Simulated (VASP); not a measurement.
# TiB2 (P6/mmm) in VASP: notebook

TiB2 is run at these levels: PBEsol; tasks: single point.

Program: VASP 6.6.1. These are calculated values, not measurements. Logs are shortened: lines on timing, memory, paths and dates and some standing lists are left out, and cuts for length are marked.

## Step 1: The cell of the first run

It takes space group P6/mmm (No. 191, hexagonal). Conventional cell: a = 2.967 Å, b = 2.967 Å, c = 3.162 Å, α = 90.00°, β = 90.00°, γ = 120.00°. Within 3.2 Å of Ti (site symmetry 6/mmm) lie 12 B at 2.33 Å and 8 Ti at 2.97 to 3.16 Å. B (site symmetry -6m2) has 3 B at 1.71 Å and 6 Ti at 2.33 Å within 2.4 Å.

## Step 2: Single point, PBEsol (8.04 Å³/atom)

INCAR

```
SYSTEM = TiB2
ALGO = Normal
EDIFF = 1E-7
ENCUT = 520
GGA = PS
ISIF = 2
ISMEAR = -1
LASPH = .True.
LCHARG = .False.
LREAL = .False.
LWAVE = .False.
NBANDS = 16
NELM = 80
PREC = Accurate
SIGMA = 0.08
```

KPOINTS

```
k-points
0
Gamma
  15 15 13
  0 0 0
```

POSCAR

```
TiB2
1.0
    2.9673604788      0.0000000000      0.0000000000
   -1.4836802394      2.5698095569      0.0000000000
    0.0000000000      0.0000000000      3.1624957934
Ti B
1 2
Direct
    0.0000000000      0.0000000000      0.0000000000
    0.3333333333      0.6666666667      0.5000000000
    0.6666666667      0.3333333333      0.5000000000
```

Potentials or basis: VASP PAW PBE potentials, release 64 (Ti_sv, B).

On the command line:

```console
$ cat potpaw_PBE.64/Ti_sv/POTCAR potpaw_PBE.64/B/POTCAR > POTCAR
$ mpirun -np 1 vasp_std > vasp.out
```

OUTCAR:

```text
SYSTEM = TiB2
   EDIFF = 1E-7
   ENCUT = 520
   GGA = PS
   ISIF = 2
   ISMEAR = -1
   LASPH = .True.
   LREAL = .False.
   NELM = 80
   PREC = Accurate

 ion  position               nearest neighbor table
   1  0.000  0.000  0.000-   2 2.33   3 2.33   2 2.33   3 2.33   3 2.33   3 2.33   2 2.33   2 2.33
                             3 2.33   3 2.33   2 2.33   2 2.33
   2  0.333  0.667  0.500-   3 1.71   3 1.71   3 1.71   1 2.33   1 2.33   1 2.33   1 2.33   1 2.33
                             1 2.33
   3  0.667  0.333  0.500-   2 1.71   2 1.71   2 1.71   1 2.33   1 2.33   1 2.33   1 2.33   1 2.33
                             1 2.33

  LATTYP: Found a hexagonal cell.
 ALAT       =     2.9673604788
 C/A-ratio  =     1.0657605694

  Lattice vectors:

 A1 = (   2.9673604788,   0.0000000000,   0.0000000000)
 A2 = (  -1.4836802394,   2.5698095569,   0.0000000000)
 A3 = (   0.0000000000,   0.0000000000,   3.1624957934)

Analysis of symmetry for initial positions (statically):
=====================================================================
 Subroutine PRICEL returns:
 Original cell was already a primitive cell.

 Routine SETGRP: Setting up the symmetry group for a
 hexagonal supercell.

 Subroutine GETGRP returns: Found 24 space group operations
 (whereof 24 operations were pure point group operations)
 out of a pool of 24 trial point group operations.

The static configuration has the point symmetry D_6h.

Analysis of symmetry for dynamics (positions and initial velocities):
=====================================================================
 Subroutine PRICEL returns:
 Original cell was already a primitive cell.

 Routine SETGRP: Setting up the symmetry group for a
 hexagonal supercell.

 Subroutine GETGRP returns: Found 24 space group operations
 (whereof 24 operations were pure point group operations)
 out of a pool of 24 trial point group operations.

The dynamic configuration has the point symmetry D_6h.

 Subroutine INISYM returns: Found 24 space group operations
 (whereof 24 operations are pure point group operations),
 and found     1 'primitive' translations

----------------------------------------------------------------------------------------

                                     Primitive cell

  volume of cell :      24.1158

  direct lattice vectors                    reciprocal lattice vectors
     2.967360479  0.000000000  0.000000000     0.336999838  0.194566947  0.000000000
    -1.483680239  2.569809557  0.000000000     0.000000000  0.389133894  0.000000000
     0.000000000  0.000000000  3.162495793     0.000000000  0.000000000  0.316205954

  length of vectors
     2.967360479  2.967360479  3.162495793     0.389133894  0.389133894  0.316205954

  position of ions in fractional coordinates (direct lattice)
     0.000000000  0.000000000  0.000000000
     0.333333333  0.666666667  0.500000000
     0.666666667  0.333333333  0.500000000

  ion indices of the primitive-cell ions
   primitive index   ion index
                 1           1
                 2           2
                 3           3

----------------------------------------------------------------------------------------

 KPOINTS: k-points

Automatic generation of k-mesh.
 Grid dimensions read from file:
 generate k-points for:   15   15   13

 Generating k-lattice:

  Cartesian coordinates                     Fractional coordinates (reciprocal lattice)
     0.022466656  0.012971130  0.000000000     0.066666667  0.000000000  0.000000000
     0.000000000  0.025942260  0.000000000     0.000000000  0.066666667  0.000000000
     0.000000000  0.000000000  0.024323535     0.000000000  0.000000000  0.076923077

  Length of vectors
     0.025942260  0.025942260  0.024323535

  Shift w.r.t. Gamma in fractional coordinates (k-lattice)
     0.000000000  0.000000000  0.000000000

 Subroutine IBZKPT returns following result:
 ===========================================

 Found    189 irreducible k-points:

 Following reciprocal coordinates:
            Coordinates               Weight
  0.000000  0.000000  0.000000      1.000000
  0.066667 -0.000000  0.000000      6.000000
  0.133333 -0.000000  0.000000      6.000000
  0.200000 -0.000000  0.000000      6.000000
  0.266667 -0.000000  0.000000      6.000000
  0.333333 -0.000000  0.000000      6.000000
[... 16 lines left out ...]
  0.333333  0.200000  0.000000     12.000000
  0.400000  0.200000  0.000000      6.000000
 [... further k-points ...]
   k-points           NKPTS =    189   k-points in BZ     NKDIM =    189   number of bands    NBANDS=     16
   number of dos      NEDOS =    301   number of ions     NIONS =      3
   total plane-waves  NPLWV =  13824
   dimension x,y,z NGX =    24 NGY =   24 NGZ =   24
   dimension x,y,z NGXF=    48 NGYF=   48 NGZF=   48
   ions per type =               1   2
   NGX,Y,Z   is equivalent  to a cutoff of  13.45, 13.45, 12.62 a.u.
   NGXF,Y,Z  is equivalent  to a cutoff of  26.89, 26.89, 25.23 a.u.
 SYSTEM =  TiB2
   PREC   = accura    normal or accurate (medium, high low for compatibility)
   ISTART =      0    job   : 0-new  1-cont  2-samecut
   ICHARG =      2    charge: 1-file 2-atom 10-const
   ISPIN  =      1    spin polarized calculation?
   LNONCOLLINEAR =      F non collinear calculations
   LSORBIT =      F    spin-orbit coupling
   LASPH  =      T    aspherical Exc in radial PAW
   ENCUT  =  520.0 eV  38.22 Ry    6.18 a.u.   5.52  5.52  5.88*2*pi/ulx,y,z
   NELM   =     80;   NELMIN=  2; NELMDL= -5     # of ELM steps
   EDIFF  = 0.1E-06   stopping-criterion for ELM
   LREAL  =      F    real-space projection
   EDIFFG = 0.1E-05   stopping-criterion for IOM
   NSW    =      0    number of steps for IOM
   IBRION =     -1    ionic relax: 0-MD 1-quasi-New 2-CG
   NFREE  =      0    steps in history (QN), initial steepest desc. (CG)
   ISIF   =      2    stress and relaxation
   ISYM   =      2    0-nonsym 1-usesym 2-fastsym
   POTIM  = 0.5000    time-step for ionic-motion
   TEBEG  =    0.0;   TEEND  =   0.0 temperature during run
   PSTRESS=    0.0 pullay stress
   NELECT =      18.0000    total number of electrons
   NUPDOWN=      -1.0000    fix difference up-down
   EMIN   =  10.00;   EMAX   =-10.00  energy-range for DOS
   EFERMI =   0.00;   METHOD = LEGACY
   ISMEAR =    -1;   SIGMA  =   0.08  broadening in eV -4-tet -1-fermi 0-gaus
   EFERMI_NEDOS =   21; number of points for ismear=-14 and -15
   IALGO  =     38    algorithm
   IMIX   =      4    mixing-type and parameters
     AMIX     =   0.40;   BMIX     =  1.00
     AMIX_MAG =   1.60;   BMIX_MAG =  1.00
  volume/ion in A,a.u.               =       8.04        54.25
  Fermi-wavevector in a.u.,A,eV,Ry     =   1.485019  2.806278 30.004664  2.205281
  Thomas-Fermi vector in A             =   2.598483
   LORBIT       =      0    0 simple, 1 ext, 2 COOP (PROOUT), +10 PAW based schemes
   GGA     = PS    functional components
   LHFCALC =     F    Hartree Fock is set to
   AEXX    =    0.0000 exact exchange contribution
   IVDW    =     0    specifies the selected vdW correction
   LEPSILON=     F    determine dielectric tensor
   LRPA    =     F    only Hartree local field effects (RPA)
 non-spin polarized calculation
  energy-cutoff  :      520.00
  volume of cell :       24.12
 maximum number of plane-waves:       672
 NGX is ok and might be reduce to    24
   NGX = 11   NGY = 11   NGZ = 11

 number of electron      17.9999999 magnetization

 Free energy of the ion-electron system (eV)
  ---------------------------------------------------
  ext. energy  EPLUGINS =         0.00000000
  ---------------------------------------------------
  free energy    TOTEN  =       -25.75282018 eV

  energy without entropy =      -25.74539262  energy(sigma->0) =      -25.74910640

 E-fermi :  10.6105     XC(G=0): -13.1734

 val. band max:       10.6098690389   @ k =   0.2000   0.2000   0.0769
 cond. band min:      10.6579160257   @ k =   0.0667  -0.0000   0.3846
 fundamental gap:      0.0480469868
 Fermi energy:        10.6104904569

 k-point     1 :       0.0000    0.0000    0.0000
  band No.  band energies     occupation
      1     -45.9532      2.00000
      2     -22.4309      2.00000
      3     -22.0595      2.00000
      4     -22.0595      2.00000
      5      -3.2121      2.00000
      6       7.8666      2.00000
[... 8 lines left out ...]
     15      16.6391      0.00000
     16      18.1130      0.00000

 k-point     2 :       0.0667   -0.0000    0.0000
  band No.  band energies     occupation
      1     -45.9501      2.00000
      2     -22.4270      2.00000
      3     -22.0825      2.00000
      4     -22.0646      2.00000
      5      -3.1220      2.00000
      6       7.6167      2.00000
[... 8 lines left out ...]
     15      17.2299      0.00000
     16      18.3879      0.00000

 k-point     3 :       0.1333   -0.0000    0.0000
  band No.  band energies     occupation
      1     -45.9412      2.00000
      2     -22.4160      2.00000
      3     -22.1472      2.00000
      4     -22.0791      2.00000
      5      -2.8557      2.00000
      6       6.9401      2.00000
[... 8 lines left out ...]
     15      18.4831      0.00000
     16      19.2039      0.00000

 k-point     4 :       0.2000   -0.0000    0.0000
  band No.  band energies     occupation
      1     -45.9280      2.00000
      2     -22.3998      2.00000
      3     -22.2414      2.00000
      4     -22.1005      2.00000
      5      -2.4242      2.00000
      6       5.9994      2.00000
[... 8 lines left out ...]
     15      18.8736      0.00000
     16      20.0317      0.00000
[... 324 lines left out ...]
 k-point    22 :       0.2667    0.2000    0.0000
  band No.  band energies     occupation
      1     -45.8841      2.00000
      2     -22.4728      2.00000
      3     -22.3457      2.00000
      4     -22.2468      2.00000
      5      -0.2103      2.00000
      6       3.5121      2.00000
[... 8 lines left out ...]
     15      19.7054      0.00000
     16      21.1970      0.00000

 k-point    23 :       0.3333    0.2000    0.0000
  band No.  band energies     occupation
      1     -45.8768      2.00000
      2     -22.5021      2.00000
      3     -22.3367      2.00000
      4     -22.2793      2.00000
      5       0.6503      2.00000
      6       2.5724      2.00000
[... 8 lines left out ...]
     15      19.7972      0.00000
     16      21.2796      0.00000

 k-point    24 :       0.4000    0.2000    0.0000
  band No.  band energies     occupation
      1     -45.8742      2.00000
      2     -22.5120      2.00000
      3     -22.3335      2.00000
      4     -22.2912      2.00000
      5       1.5544      2.00000
      6       1.6289      2.00000
[... 8 lines left out ...]
     15      19.8543      0.00000
     16      21.3055      0.00000

 [... further k-points ...]
[... 5 lines left out ...]
  --------------------------------------------------------------------------------------
  -------------------------------------------------------------------------------------
  Total        2.2282577      2.2282577      1.1938695      0.0000000     -0.0000000     -0.0000000
  in kB      148.0385400    148.0385400     79.3169941      0.0000000     -0.0000000     -0.0000000
  external PRESSURE =     125.1313580 kB  Pullay stress =       0.0000000 kB

 VOLUME and BASIS-vectors are now :
 -----------------------------------------------------------------------------
  energy-cutoff  :      520.00
  volume of cell :       24.12
      direct lattice vectors                 reciprocal lattice vectors
     2.967360479  0.000000000  0.000000000     0.336999838  0.194566947  0.000000000
    -1.483680239  2.569809557  0.000000000     0.000000000  0.389133894  0.000000000
     0.000000000  0.000000000  3.162495793     0.000000000  0.000000000  0.316205954

 POSITION                                       TOTAL-FORCE (eV/Angst)
 -----------------------------------------------------------------------------------
      0.00000      0.00000      0.00000         0.000000      0.000000      0.000000
     -0.00000      1.71321      1.58125        -0.000000      0.000000     -0.000000
      1.48368      0.85660      1.58125        -0.000000     -0.000000      0.000000
 -----------------------------------------------------------------------------------
    total drift:                               -0.000000      0.000000      0.000000

  FREE ENERGIE OF THE ION-ELECTRON SYSTEM (eV)
  ---------------------------------------------------
  free  energy   TOTEN  =       -25.7528201765 eV

  energy  without entropy=      -25.7453926240  energy(sigma->0) =      -25.74910640
```

Run time: 24 s. Hardware: 1 thread of Intel Xeon 6975P-C (Granite Rapids), shared host; peak memory 0.18 GiB.

Results:

| Property | Result |
| --- | --- |
| Free energy | -25.7528 eV |
| Pressure | 12.5 GPa |
| Band gap on the k mesh | zero (bands 9 and 10 overlap by 0.50 eV) |

Caveat: the cell stands under pressure; the PAW data sets were made with another functional, which shifts forces and pressure a little.

## Step 3: Single point, PBEsol (8.21 Å³/atom)

This run uses another cell than the first one, of 8.21 Å³/atom.

INCAR

```
  PREC = Accurate
  ENCUT = 520
  EDIFF = 1E-7
  ISMEAR = -1
  SIGMA = 0.08
  LREAL = False
  LASPH = True
  NELM = 80
  ALGO = Normal
  ISIF = 2
  LWAVE = False
  LCHARG = False
  GGA = PS
  NBANDS = 16
```

KPOINTS

```
regular mesh
0
Gamma
  15 15 13
```

POSCAR

```
TiB2
1.0
    2.9882580721      0.0000000000      0.0000000000
   -1.4941290361      2.5879074035      0.0000000000
    0.0000000000      0.0000000000      3.1847676243
Ti B
1 2
Direct
    0.0000000000      0.0000000000      0.0000000000
    0.3333333333      0.6666666667      0.5000000000
    0.6666666667      0.3333333333      0.5000000000
```

Potentials or basis: VASP PAW PBE potentials, release 64 (Ti_sv, B).

On the command line:

```console
$ cat potpaw_PBE.64/Ti_sv/POTCAR potpaw_PBE.64/B/POTCAR > POTCAR
$ mpirun -np 1 vasp_std > vasp.out
```

It took 26 s on 1 thread of Intel Xeon 6975P-C (Granite Rapids), shared host; peak memory 0.19 GiB.

It converged, with:

* Free energy: -25.7829 eV
* Pressure: 6.2 GPa
* Band gap on the k mesh: zero (bands 9 and 10 overlap by 0.49 eV)

Stress tensor (GPa, compression positive):
```
8.00 0.00 0.00
0.00 8.00 0.00
0.00 0.00 2.54
```

Levels at points of the mesh, in eV from the Fermi level:
| k point | band 6 | band 7 | band 8 | band 9 | band 10 | band 11 | band 12 | band 13 |
| --- | --- | --- | --- | --- | --- | --- | --- | --- |
| (0.00, 0.00, 0.00) | -2.70 | -2.70 | -2.33 | -2.26 | 2.00 | 2.00 | 3.86 | 3.86 |

Caveat: the cell stands under pressure; the PAW data sets were made with another functional, which shifts forces and pressure a little.

(Continued in part 2 of 3.)
